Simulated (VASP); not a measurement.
# RbGeN (P4/mmm) in VASP: single point with PBE

Aim: the single point of RbGeN with PBE.

Program: VASP 6.6.1. These are calculated values, not measurements. Logs are shortened: lines on timing, memory, paths and dates and some standing lists are left out, and cuts for length are marked.

**1. The cell of the first run**

The structure is tetragonal, space group P4/mmm (No. 123). Conventional cell: a = 4.900 Å, b = 4.900 Å, c = 3.800 Å, α = 90.00°, β = 90.00°, γ = 90.00°. Rb (site symmetry 4/mmm) has 4 Ge at 3.47 Å and 2 Rb at 3.80 Å and 8 N at 3.95 Å within 4.6 Å. Within 2.5 Å of Ge (site symmetry 4/mmm) lie 2 N at 1.90 Å. Within 2.5 Å of N (site symmetry 4/mmm) lie 2 Ge at 1.90 Å.

The cell was built from a structure type or drawn by symmetry, and may not be a known phase.

**2. Single point, PBE**

INCAR reads:

```
  PREC = Accurate
  ENCUT = 520
  EDIFF = 1E-6
  ISMEAR = 0
  SIGMA = 0.1
  LREAL = False
  LASPH = True
  NELM = 100
  ALGO = Fast
  ISIF = 2
  LWAVE = False
  LCHARG = False
  GGA = PE
  NBANDS = 21
```

KPOINTS reads:

```
regular mesh
0
Gamma
  10 10 12
```

POSCAR reads:

```
RbGeN
1.0
    4.9003216864      0.0000000000      0.0000000000
    0.0000000000      4.9003216864      0.0000000000
    0.0000000000      0.0000000000      3.7997243216
Rb Ge N
1 1 1
Direct
    0.5000000000      0.5000000000      0.5000000000
    0.0000000000      0.0000000000      0.5000000000
    0.0000000000      0.0000000000      0.0000000000
```

Potentials or basis: VASP PAW PBE potentials, release 64 (Rb_sv, Ge_d, N).

Started as:

```bash
> cat potpaw_PBE.64/Rb_sv/POTCAR potpaw_PBE.64/Ge_d/POTCAR potpaw_PBE.64/N/POTCAR > POTCAR
> mpirun -np 1 vasp_std > vasp.out
```

OUTCAR:

```text
PREC = Accurate
   ENCUT = 520
   EDIFF = 1E-6
   ISMEAR = 0
   LREAL = False
   LASPH = True
   NELM = 100
   ISIF = 2
   GGA = PE

 ion  position               nearest neighbor table
   1  0.500  0.500  0.500-   2 3.47   2 3.47   2 3.47   2 3.47
   2  0.000  0.000  0.500-   3 1.90   3 1.90   1 3.47   1 3.47   1 3.47   1 3.47
   3  0.000  0.000  0.000-   2 1.90   2 1.90

  LATTYP: Found a simple tetragonal cell.
 ALAT       =     4.9003216864
 C/A-ratio  =     0.7754030378

  Lattice vectors:

 A1 = (   4.9003216864,   0.0000000000,   0.0000000000)
 A2 = (   0.0000000000,   4.9003216864,   0.0000000000)
 A3 = (   0.0000000000,   0.0000000000,   3.7997243216)

Analysis of symmetry for initial positions (statically):
=====================================================================
 Subroutine PRICEL returns:
 Original cell was already a primitive cell.

 Routine SETGRP: Setting up the symmetry group for a
 simple tetragonal supercell.

 Subroutine GETGRP returns: Found 16 space group operations
 (whereof 16 operations were pure point group operations)
 out of a pool of 16 trial point group operations.

The static configuration has the point symmetry D_4h.

Analysis of symmetry for dynamics (positions and initial velocities):
=====================================================================
 Subroutine PRICEL returns:
 Original cell was already a primitive cell.

 Routine SETGRP: Setting up the symmetry group for a
 simple tetragonal supercell.

 Subroutine GETGRP returns: Found 16 space group operations
 (whereof 16 operations were pure point group operations)
 out of a pool of 16 trial point group operations.

The dynamic configuration has the point symmetry D_4h.

 Subroutine INISYM returns: Found 16 space group operations
 (whereof 16 operations are pure point group operations),
 and found     1 'primitive' translations

----------------------------------------------------------------------------------------

                                     Primitive cell

  volume of cell :      91.2434

  direct lattice vectors                    reciprocal lattice vectors
     4.900321686  0.000000000  0.000000000     0.204068236  0.000000000  0.000000000
     0.000000000  4.900321686  0.000000000     0.000000000  0.204068236  0.000000000
     0.000000000  0.000000000  3.799724322     0.000000000  0.000000000  0.263176987

  length of vectors
     4.900321686  4.900321686  3.799724322     0.204068236  0.204068236  0.263176987

  position of ions in fractional coordinates (direct lattice)
     0.500000000  0.500000000  0.500000000
     0.000000000  0.000000000  0.500000000
     0.000000000  0.000000000  0.000000000

  ion indices of the primitive-cell ions
   primitive index   ion index
                 1           1
                 2           2
                 3           3

----------------------------------------------------------------------------------------

 KPOINTS: regular mesh

Automatic generation of k-mesh.
 Grid dimensions read from file:
 generate k-points for:   10   10   12

 Generating k-lattice:

  Cartesian coordinates                     Fractional coordinates (reciprocal lattice)
     0.020406824  0.000000000  0.000000000     0.100000000  0.000000000  0.000000000
     0.000000000  0.020406824  0.000000000     0.000000000  0.100000000  0.000000000
     0.000000000  0.000000000  0.021931416     0.000000000  0.000000000  0.083333333

  Length of vectors
     0.020406824  0.020406824  0.021931416

  Shift w.r.t. Gamma in fractional coordinates (k-lattice)
     0.000000000  0.000000000  0.000000000

 Subroutine IBZKPT returns following result:
 ===========================================

 Found    147 irreducible k-points:

 Following reciprocal coordinates:
            Coordinates               Weight
  0.000000  0.000000  0.000000      1.000000
  0.100000  0.000000  0.000000      4.000000
  0.200000  0.000000  0.000000      4.000000
  0.300000  0.000000  0.000000      4.000000
  0.400000  0.000000  0.000000      4.000000
  0.500000  0.000000  0.000000      2.000000
[... 16 lines left out ...]
  0.100000  0.000000  0.083333      8.000000
  0.200000  0.000000  0.083333      8.000000
 [... further k-points ...]
   k-points           NKPTS =    147   k-points in BZ     NKDIM =    147   number of bands    NBANDS=     21
   number of dos      NEDOS =    301   number of ions     NIONS =      3
   total plane-waves  NPLWV =  36288
   dimension x,y,z NGX =    36 NGY =   36 NGZ =   28
   dimension x,y,z NGXF=    72 NGYF=   72 NGZF=   56
   ions per type =               1   1   1
   NGX,Y,Z   is equivalent  to a cutoff of  12.21, 12.21, 12.25 a.u.
   NGXF,Y,Z  is equivalent  to a cutoff of  24.43, 24.43, 24.50 a.u.
 SYSTEM =  unknown system
   PREC   = accura    normal or accurate (medium, high low for compatibility)
   ISTART =      0    job   : 0-new  1-cont  2-samecut
   ICHARG =      2    charge: 1-file 2-atom 10-const
   ISPIN  =      1    spin polarized calculation?
   LNONCOLLINEAR =      F non collinear calculations
   LSORBIT =      F    spin-orbit coupling
   LASPH  =      T    aspherical Exc in radial PAW
   ENCUT  =  520.0 eV  38.22 Ry    6.18 a.u.   9.11  9.11  7.06*2*pi/ulx,y,z
   NELM   =    100;   NELMIN=  2; NELMDL= -5     # of ELM steps
   EDIFF  = 0.1E-05   stopping-criterion for ELM
   LREAL  =      F    real-space projection
   EDIFFG = 0.1E-04   stopping-criterion for IOM
   NSW    =      0    number of steps for IOM
   IBRION =     -1    ionic relax: 0-MD 1-quasi-New 2-CG
   NFREE  =      0    steps in history (QN), initial steepest desc. (CG)
   ISIF   =      2    stress and relaxation
   ISYM   =      2    0-nonsym 1-usesym 2-fastsym
   POTIM  = 0.5000    time-step for ionic-motion
   TEBEG  =    0.0;   TEEND  =   0.0 temperature during run
   PSTRESS=    0.0 pullay stress
   NELECT =      28.0000    total number of electrons
   NUPDOWN=      -1.0000    fix difference up-down
   EMIN   =  10.00;   EMAX   =-10.00  energy-range for DOS
   EFERMI =   0.00;   METHOD = LEGACY
   ISMEAR =     0;   SIGMA  =   0.10  broadening in eV -4-tet -1-fermi 0-gaus
   EFERMI_NEDOS =   21; number of points for ismear=-14 and -15
   IALGO  =     68    algorithm
   IMIX   =      4    mixing-type and parameters
     AMIX     =   0.40;   BMIX     =  1.00
     AMIX_MAG =   1.60;   BMIX_MAG =  1.00
  volume/ion in A,a.u.               =      30.41       205.25
  Fermi-wavevector in a.u.,A,eV,Ry     =   1.104232  2.086696 16.589976  1.219329
  Thomas-Fermi vector in A             =   2.240702
   LORBIT       =      0    0 simple, 1 ext, 2 COOP (PROOUT), +10 PAW based schemes
   GGA     = PE    functional components
   LHFCALC =     F    Hartree Fock is set to
   AEXX    =    0.0000 exact exchange contribution
   IVDW    =     0    specifies the selected vdW correction
   LEPSILON=     F    determine dielectric tensor
   LRPA    =     F    only Hartree local field effects (RPA)
 non-spin polarized calculation
 RMM-DIIS sequential band-by-band and
 Gauss-broadening in eV      SIGMA  =   0.10
  energy-cutoff  :      520.00
  volume of cell :       91.24
 maximum number of plane-waves:      2528
   NGX = 19   NGY = 19   NGZ = 15

 number of electron      27.9999980 magnetization

 Free energy of the ion-electron system (eV)
  ---------------------------------------------------
  ext. energy  EPLUGINS =         0.00000000
  ---------------------------------------------------
  free energy    TOTEN  =       -12.10331778 eV

  energy without entropy =      -12.09625466  energy(sigma->0) =      -12.09978622

 E-fermi :   1.9436     XC(G=0):  -7.6915

 val. band max:        1.9338459562   @ k =   0.4000   0.2000   0.3333
 cond. band min:       1.9489205019   @ k =   0.5000   0.3000   0.4167
 fundamental gap:      0.0150745457
 Fermi energy:         1.9435532999

 k-point     1 :       0.0000    0.0000    0.0000
  band No.  band energies     occupation
      1     -26.5478      2.00000
      2     -22.9461      2.00000
      3     -22.8902      2.00000
      4     -22.8852      2.00000
      5     -22.7904      2.00000
      6     -22.7904      2.00000
[... 13 lines left out ...]
     20       6.4859      0.00000
     21       8.9887      0.00000

 k-point     2 :       0.1000    0.0000    0.0000
  band No.  band energies     occupation
      1     -26.5476      2.00000
      2     -22.9461      2.00000
      3     -22.8902      2.00000
      4     -22.8851      2.00000
      5     -22.7904      2.00000
      6     -22.7904      2.00000
[... 13 lines left out ...]
     20       6.7110      0.00000
     21       8.9381      0.00000

 k-point     3 :       0.2000    0.0000    0.0000
  band No.  band energies     occupation
      1     -26.5469      2.00000
      2     -22.9461      2.00000
      3     -22.8903      2.00000
      4     -22.8851      2.00000
      5     -22.7904      2.00000
      6     -22.7904      2.00000
[... 13 lines left out ...]
     20       7.2179      0.00000
     21       8.7715      0.00000

 k-point     4 :       0.3000    0.0000    0.0000
  band No.  band energies     occupation
      1     -26.5461      2.00000
      2     -22.9461      2.00000
      3     -22.8903      2.00000
      4     -22.8850      2.00000
      5     -22.7904      2.00000
      6     -22.7904      2.00000
[... 13 lines left out ...]
     20       7.7965      0.00000
     21       8.6069      0.00000

 k-point     5 :       0.4000    0.0000    0.0000
  band No.  band energies     occupation
      1     -26.5454      2.00000
      2     -22.9461      2.00000
      3     -22.8904      2.00000
      4     -22.8849      2.00000
      5     -22.7905      2.00000
      6     -22.7904      2.00000
[... 13 lines left out ...]
     20       8.2758      0.00000
     21       8.4890      0.00000
[... 382 lines left out ...]
     20       8.1465      0.00000
     21       8.7793      0.00000

 k-point    22 :       0.0000    0.0000    0.0833
  band No.  band energies     occupation
      1     -26.5447      2.00000
      2     -22.9423      2.00000
      3     -22.8902      2.00000
      4     -22.8852      2.00000
      5     -22.7909      2.00000
      6     -22.7909      2.00000
[... 13 lines left out ...]
     20       6.5264      0.00000
     21       8.5617      0.00000

 k-point    23 :       0.1000    0.0000    0.0833
  band No.  band energies     occupation
      1     -26.5444      2.00000
      2     -22.9424      2.00000
      3     -22.8902      2.00000
      4     -22.8851      2.00000
      5     -22.7909      2.00000
      6     -22.7909      2.00000
[... 13 lines left out ...]
     20       6.7398      0.00000
     21       8.4879      0.00000

 k-point    24 :       0.2000    0.0000    0.0833
  band No.  band energies     occupation
      1     -26.5438      2.00000
      2     -22.9424      2.00000
      3     -22.8903      2.00000
      4     -22.8851      2.00000
      5     -22.7909      2.00000
      6     -22.7909      2.00000
[... 13 lines left out ...]
     20       7.2239      0.00000
     21       8.3196      0.00000

 [... further k-points ...]

------------------------ aborting loop because EDIFF is reached ----------------------------------------

  FORCE on cell =-STRESS in cart. coord.  units (eV):
  Direction    XX          YY          ZZ          XY          YZ          ZX
  --------------------------------------------------------------------------------------
  -------------------------------------------------------------------------------------
  Total       -0.0209152     -0.0209152     -0.0550687      0.0000000      0.0000000      0.0000000
  in kB       -0.3672573     -0.3672573     -0.9669729      0.0000000      0.0000000      0.0000000
  external PRESSURE =      -0.5671625 kB  Pullay stress =       0.0000000 kB

 VOLUME and BASIS-vectors are now :
 -----------------------------------------------------------------------------
  energy-cutoff  :      520.00
  volume of cell :       91.24
      direct lattice vectors                 reciprocal lattice vectors
     4.900321686  0.000000000  0.000000000     0.204068236  0.000000000  0.000000000
     0.000000000  4.900321686  0.000000000     0.000000000  0.204068236  0.000000000
     0.000000000  0.000000000  3.799724322     0.000000000  0.000000000  0.263176987

 POSITION                                       TOTAL-FORCE (eV/Angst)
 -----------------------------------------------------------------------------------
      2.45016      2.45016      1.89986         0.000000      0.000000      0.000000
      0.00000      0.00000      1.89986         0.000000      0.000000      0.000000
      0.00000      0.00000      0.00000         0.000000      0.000000      0.000000
 -----------------------------------------------------------------------------------
    total drift:                                0.000000      0.000000      0.000000

  FREE ENERGIE OF THE ION-ELECTRON SYSTEM (eV)
  ---------------------------------------------------
  free  energy   TOTEN  =       -12.1033177777 eV

  energy  without entropy=      -12.0962546610  energy(sigma->0) =      -12.09978622
```

Wall time 6.6 min (1 thread of Intel Xeon Platinum 8488C (Sapphire Rapids), shared host); peak memory 0.42 GiB.

What came out:

```yaml
Free_energy: -12.1033 eV
Pressure: -0.1 GPa
Band_gap_on_the_k_mesh: zero (bands 14 and 15 overlap by 0.83 eV)
```

Levels at points of the mesh, in eV from the Fermi level:
```tsv
k point	band 12	band 13	band 14	band 15	band 16	band 17
(0.00, 0.00, 0.00)	-4.56	-3.37	-3.37	1.05	1.89	3.15
(0.50, 0.00, 0.00)	-4.15	-4.11	-3.53	1.34	2.46	2.52
(0.50, 0.50, 0.00)	-4.22	-3.72	-3.72	1.84	2.26	2.26
(0.00, 0.00, 0.50)	-2.18	-2.18	0.48	0.48	0.91	3.12
(0.50, 0.00, 0.50)	-2.38	-2.11	-1.18	-0.12	1.89	2.44
(0.50, 0.50, 0.50)	-2.47	-2.47	-0.28	-0.28	1.77	3.62
```
